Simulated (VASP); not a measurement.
# Ir (I4/mmm) in VASP: further runs

The runs below take Ir through single point, with LDA.

Program: VASP 6.6.1. These are calculated values, not measurements. Logs are shortened: lines on timing, memory, paths and dates and some standing lists are left out, and cuts for length are marked.

## Step 1: The cell of the first run

It takes space group I4/mmm (No. 139, tetragonal). The conventional cell has a = 2.559 Å, b = 2.559 Å, c = 4.224 Å, α = 90.00°, β = 90.00°, γ = 90.00°. Within 3.4 Å of Ir (site symmetry 4/mmm) lie 12 Ir at 2.56 to 2.78 Å.

## Step 2: Single point, LDA (13.84 Å³/atom)

File INCAR:

```
PREC     = Accurate       # precision mode
ENCUT    = 560            # plane-wave cutoff, eV
EDIFF    = 1E-6           # SCF threshold, eV
ISMEAR   = 0              # smearing method
SIGMA    = 0.15           # smearing width, eV
LREAL    = False          # projectors in reciprocal space
LASPH    = True           # aspherical terms in the spheres
NELM     = 120            # most SCF steps
ALGO     = Normal         # electronic algorithm
ISIF     = 2              # what is computed and relaxed
LWAVE    = False          # write WAVECAR
LCHARG   = False          # write CHGCAR
NBANDS   = 14             # bands
GGA_COMPAT= False
```

File KPOINTS:

```
regular mesh
0
Gamma
  22 22 22
```

File POSCAR:

```
Ir
1.0
    0.0000000000      1.8098000219      2.1120366255
    1.8098000219      0.0000000000      2.1120366255
    1.8098000219      1.8098000219      0.0000000000
Ir
1
Direct
    0.0000000000      0.0000000000      0.0000000000
```

Potentials or basis: VASP PAW LDA potentials, release 64 (Ir_sv_GW).

Command:

```sh
$ cat potpaw_LDA.64/Ir_sv_GW/POTCAR > POTCAR
$ mpirun -np 1 vasp_std > vasp.out
```

OUTCAR:

```text
PREC = Accurate
   ENCUT = 560
   EDIFF = 1E-6
   ISMEAR = 0
   LREAL = False
   LASPH = True
   NELM = 120
   ISIF = 2

 ion  position               nearest neighbor table
   1  0.000  0.000  0.000-

  LATTYP: Found a body centered tetragonal cell.
 ALAT       =     2.5594437362
 C/A-ratio  =     1.6503872272

  Lattice vectors:

 A1 = (  -1.8098000219,   0.0000000000,   2.1120366255)
 A2 = (   1.8098000219,   0.0000000000,   2.1120366255)
 A3 = (   0.0000000000,   1.8098000219,  -2.1120366255)

Analysis of symmetry for initial positions (statically):
=====================================================================
 Subroutine PRICEL returns:
 Original cell was already a primitive cell.

 Routine SETGRP: Setting up the symmetry group for a
 body centered tetragonal supercell.

 Subroutine GETGRP returns: Found 16 space group operations
 (whereof 16 operations were pure point group operations)
 out of a pool of 16 trial point group operations.

The static configuration has the point symmetry D_4h.

Analysis of symmetry for dynamics (positions and initial velocities):
=====================================================================
 Subroutine PRICEL returns:
 Original cell was already a primitive cell.

 Routine SETGRP: Setting up the symmetry group for a
 body centered tetragonal supercell.

 Subroutine GETGRP returns: Found 16 space group operations
 (whereof 16 operations were pure point group operations)
 out of a pool of 16 trial point group operations.

The dynamic configuration has the point symmetry D_4h.

 Subroutine INISYM returns: Found 16 space group operations
 (whereof 16 operations are pure point group operations),
 and found     1 'primitive' translations

----------------------------------------------------------------------------------------

                                     Primitive cell

  volume of cell :      13.8354

  direct lattice vectors                    reciprocal lattice vectors
     0.000000000  1.809800022  2.112036626    -0.276273618  0.276273618  0.236738319
     1.809800022  0.000000000  2.112036626     0.276273618 -0.276273618  0.236738319
     1.809800022  1.809800022  0.000000000     0.276273618  0.276273618 -0.236738319

  length of vectors
     2.781380022  2.781380022  2.559443736     0.456836137  0.456836137  0.456836137

  position of ions in fractional coordinates (direct lattice)
     0.000000000  0.000000000  0.000000000
[... 76 lines left out ...]
   EDIFF  = 0.1E-05   stopping-criterion for ELM
   LREAL  =      F    real-space projection
[... 7 lines left out ...]
   TEBEG  =    0.0;   TEEND  =   0.0 temperature during run
   PSTRESS=    0.0 pullay stress
   NELECT =      17.0000    total number of electrons
   NUPDOWN=      -1.0000    fix difference up-down
   EMIN   =  10.00;   EMAX   =-10.00  energy-range for DOS
   EFERMI =   0.00;   METHOD = LEGACY
   ISMEAR =     0;   SIGMA  =   0.15  broadening in eV -4-tet -1-fermi 0-gaus
   EFERMI_NEDOS =   21; number of points for ismear=-14 and -15
   IALGO  =     38    algorithm
   IMIX   =      4    mixing-type and parameters
     AMIX     =   0.40;   BMIX     =  1.00
     AMIX_MAG =   1.60;   BMIX_MAG =  1.00
  volume/ion in A,a.u.               =      13.84        93.37
  Fermi-wavevector in a.u.,A,eV,Ry     =   1.753451  3.313542 41.832335  3.074590
  Thomas-Fermi vector in A             =   2.823584
   LORBIT       =      0    0 simple, 1 ext, 2 COOP (PROOUT), +10 PAW based schemes
   GGA     = CA    functional components
   LHFCALC =     F    Hartree Fock is set to
   AEXX    =    0.0000 exact exchange contribution
   IVDW    =     0    specifies the selected vdW correction
   LEPSILON=     F    determine dielectric tensor
   LRPA    =     F    only Hartree local field effects (RPA)
 non-spin polarized calculation
 Gauss-broadening in eV      SIGMA  =   0.15
  energy-cutoff  :      560.00
  volume of cell :       13.84
 maximum number of plane-waves:       427
 NGX is ok and might be reduce to    24
   NGX = 11   NGY = 11   NGZ =  9

 number of electron      17.0000000 magnetization

 Free energy of the ion-electron system (eV)
  ---------------------------------------------------
  ext. energy  EPLUGINS =         0.00000000
  ---------------------------------------------------
  free energy    TOTEN  =       -10.63636626 eV

  energy without entropy =      -10.62504040  energy(sigma->0) =      -10.63070333

 E-fermi :  13.0653     XC(G=0): -14.9172

 val. band max:       13.0625695327   @ k =  -0.3636  -0.0000   0.0909
 cond. band min:      13.0656484674   @ k =  -0.3636   0.1818   0.0000
 fundamental gap:      0.0030789347
 Fermi energy:        13.0652802318

 k-point     1 :       0.0000    0.0000    0.0000
  band No.  band energies     occupation
      1     -79.4698      2.00000
      2     -36.1931      2.00000
      3     -36.0553      2.00000
      4     -36.0553      2.00000
      5       1.7855      2.00000
      6       7.6836      2.00000
      7       9.9903      2.00000
      8       9.9903      2.00000
      9      10.2453      2.00000
     10      13.2318      0.11647
     11      27.0828      0.00000
     12      29.4431      0.00000
     13      33.9293      0.00000
     14      33.9293      0.00000
[... 377 lines left out ...]
      1     -79.3882      2.00000
      2     -37.0136      2.00000
      3     -36.3610      2.00000
      4     -36.0805      2.00000
      5       4.8795      2.00000
      6       7.9578      2.00000
      7      10.1080      2.00000
      8      11.8897      2.00000
      9      13.5271      0.00001
     10      14.8873      0.00000
     11      20.9939      0.00000
     12      26.0169      0.00000
     13      31.7620      0.00000
     14      33.9964      0.00000

 [... further k-points ...]

------------------------ aborting loop because EDIFF is reached ----------------------------------------

  FORCE on cell =-STRESS in cart. coord.  units (eV):
  Direction    XX          YY          ZZ          XY          YZ          ZX
  --------------------------------------------------------------------------------------
  -------------------------------------------------------------------------------------
  Total        2.2296714      2.2296714     -2.8187705      0.0000000      0.0000000      0.0000000
  in kB      258.2015357    258.2015357   -326.4206874      0.0000000      0.0000000      0.0000000
  external PRESSURE =      63.3274614 kB  Pullay stress =       0.0000000 kB

 VOLUME and BASIS-vectors are now :
 -----------------------------------------------------------------------------
  energy-cutoff  :      560.00
  volume of cell :       13.84
      direct lattice vectors                 reciprocal lattice vectors
     0.000000000  1.809800022  2.112036626    -0.276273618  0.276273618  0.236738319
     1.809800022  0.000000000  2.112036626     0.276273618 -0.276273618  0.236738319
     1.809800022  1.809800022  0.000000000     0.276273618  0.276273618 -0.236738319

 POSITION                                       TOTAL-FORCE (eV/Angst)
 -----------------------------------------------------------------------------------
      0.00000      0.00000      0.00000        -0.000000     -0.000000      0.000000
 -----------------------------------------------------------------------------------
    total drift:                                0.000000      0.000000     -0.000000

  FREE ENERGIE OF THE ION-ELECTRON SYSTEM (eV)
  ---------------------------------------------------
  free  energy   TOTEN  =       -10.6363662624 eV

  energy  without entropy=      -10.6250404003  energy(sigma->0) =      -10.63070333
```

stdout:

```text
POSCAR found type information on POSCAR Ir
 POSCAR found :  1 types and       1 ions
 scaLAPACK will be used
 LDA part: xc-table for (Slater(with rela. corr.)+CA(PZ))
 , standard interpolation
 POSCAR, INCAR and KPOINTS ok, starting setup
 FFT: planning ... GRIDC
 FFT: planning ... GRID_SOFT
 FFT: planning ... GRID
 WAVECAR not read
 entering main loop
```

Run time: 72 s. Hardware: 1 thread of Intel Xeon Platinum 8559C (Emerald Rapids), shared host; peak memory 0.29 GiB.

Results:

```yaml
Free_energy: -10.6364 eV
Pressure: 6.3 GPa
Band_gap_on_the_k_mesh: zero (an odd number of electrons rules out a gap without spin polarisation)
```

Caveat: the stress differs along the axes, from -33 to 26 GPa; spin-orbit coupling is left out, which moves the levels of the heavy elements.

## Step 3: Single point, LDA (14.57 Å³/atom)

This run uses another cell than the first one, of 14.57 Å³/atom.

File INCAR:

```
SYSTEM = Ir
ALGO = Normal
EDIFF = 1E-6
ENCUT = 560
GGA = CA
GGA_COMPAT = .False.
ISIF = 2
ISMEAR = 0
LASPH = .True.
LCHARG = .False.
LREAL = .False.
LWAVE = .False.
NBANDS = 14
NELM = 120
PREC = Accurate
SIGMA = 0.15
```

File KPOINTS:

```
k-points
0
Gamma
  22 22 22
  0 0 0
```

File POSCAR:

```
Ir
1.0
    0.0000000000      2.2624383394      1.4235262032
    2.2624383394      0.0000000000      1.4235262032
    2.2624383394      2.2624383394      0.0000000000
Ir
1
Direct
    0.0000000000      0.0000000000      0.0000000000
```

Potentials or basis: VASP PAW LDA potentials, release 64 (Ir_sv_GW).

Command:

```sh
$ cat potpaw_LDA.64/Ir_sv_GW/POTCAR > POTCAR
$ mpirun -np 1 vasp_std > vasp.out
```

Wall time 2.7 min (1 thread of AMD EPYC 7R43 (Zen 3), shared host); peak memory 0.27 GiB.

The run converged. Its results:

- Free energy: -10.4065 eV
- Pressure: -9.0 GPa
- Band gap on the k mesh: zero (an odd number of electrons rules out a gap without spin polarisation)

Stress tensor (GPa, compression positive):
```
  2.44   0.00   0.00
  0.00   2.44   0.00
  0.00   0.00 -31.73
```

Levels at points of the mesh, in eV from the Fermi level:
```tsv
k point	band 6	band 7	band 8	band 9	band 10	band 11
(0.00, 0.00, 0.00)	-4.28	-3.00	-3.00	-1.64	0.33	15.58
(0.50, 0.00, 0.00)	-5.73	-0.64	0.40	0.81	2.24	8.44
(0.50, 0.50, 0.00)	-6.91	1.45	1.45	1.93	6.76	6.76
(0.50, 0.00, 0.50)	-4.37	-1.88	-0.45	-0.36	2.07	7.36
```

Caveat: the stress differs along the axes, from -32 to 2 GPa; spin-orbit coupling is left out, which moves the levels of the heavy elements.

## Step 4: Single point, LDA (14.20 Å³/atom)

This run uses another cell than the first one, of 14.20 Å³/atom.

File INCAR:

```
ALGO     = Normal         # electronic algorithm
EDIFF    = 1E-6           # SCF threshold, eV
ENCUT    = 560            # plane-wave cutoff, eV
GGA      = CA             # functional
GGA_COMPAT= F            
ISIF     = 2              # what is computed and relaxed
ISMEAR   = 0              # smearing method
LASPH    = T              # aspherical terms in the spheres
LCHARG   = F              # write CHGCAR
LREAL    = F              # projectors in reciprocal space
LWAVE    = F              # write WAVECAR
NBANDS   = 14             # bands
NELM     = 120            # most SCF steps
PREC     = Accurate       # precision mode
SIGMA    = 0.15           # smearing width, eV
```

File KPOINTS:

```
k-points
0
Gamma
  22 22 22
```

File POSCAR:

```
Ir
1.0
    0.0000000000      2.0765034363      1.6470825257
    2.0765034363      0.0000000000      1.6470825257
    2.0765034363      2.0765034363      0.0000000000
Ir
1
Direct
    0.0000000000      0.0000000000      0.0000000000
```

Command:

```sh
$ cat potpaw_LDA.64/Ir_sv_GW/POTCAR > POTCAR
$ mpirun -np 1 vasp_std > vasp.out
```

Run time: 93 s. Hardware: 1 thread of AMD EPYC 7R13 (Zen 3), shared host; peak memory 0.26 GiB.

Results (log left out):

```yaml
Free_energy: -10.4447 eV
Pressure: -1.6 GPa
Band_gap_on_the_k_mesh: zero (an odd number of electrons rules out a gap without spin polarisation)
```

Stress tensor (GPa, compression positive):
```
-18.25   0.00   0.00
  0.00 -18.25   0.00
  0.00   0.00  31.81
```

Levels at points of the mesh, in eV from the Fermi level:
```csv
k point,band 4,band 5,band 6,band 7,band 8,band 9,band 10,band 11,band 12,band 13
"(0.00, 0.00, 0.00)",-48.79,-10.86,-4.08,-4.08,-2.97,-1.67,-0.03,14.82,17.05,17.05
"(0.50, 0.00, 0.00)",-48.87,-7.84,-5.20,-1.80,-0.34,0.11,2.01,7.85,12.96,17.61
"(0.50, 0.50, 0.00)",-49.47,-7.41,-7.35,1.20,1.67,1.67,5.66,9.08,9.08,14.47
"(0.50, 0.00, 0.50)",-49.02,-7.74,-6.46,0.22,0.31,0.46,2.39,8.92,12.06,14.92
```

Caveat: the stress differs along the axes, from -18 to 32 GPa; spin-orbit coupling is left out, which moves the levels of the heavy elements.

## Step 5: Overview

| cell | gap on the mesh (eV) | pressure (GPa) |
| --- | --- | --- |
| a = 2.781, b = 2.781, c = 2.559 Å, angles 62.6, 62.6, 54.8°, 1 atom | none | 6.3 |
| a = 2.673, b = 2.673, c = 3.200 Å, angles 53.2, 53.2, 73.5°, 1 atom | none | -9.0 |
| a = 2.650, b = 2.650, c = 2.937 Å, angles 56.4, 56.4, 67.3°, 1 atom | none | -1.6 |

Alike in all rows: task single point; level LDA; potentials or basis VASP PAW LDA potentials, release 64 (Ir_sv_GW); no spin polarisation; k mesh 22 × 22 × 22; cutoff (eV) 560; smearing gaussian 0.15 eV.

Caveats: spin-orbit coupling is left out, which moves the levels of the heavy elements; the stress differs along the axes, from -33 to 26 GPa (at least some runs); the stress differs along the axes, from -32 to 2 GPa (at least some runs); the stress differs along the axes, from -18 to 32 GPa (at least some runs).

Total energies depend on the potentials used, so only differences within one code and one set of settings carry meaning.
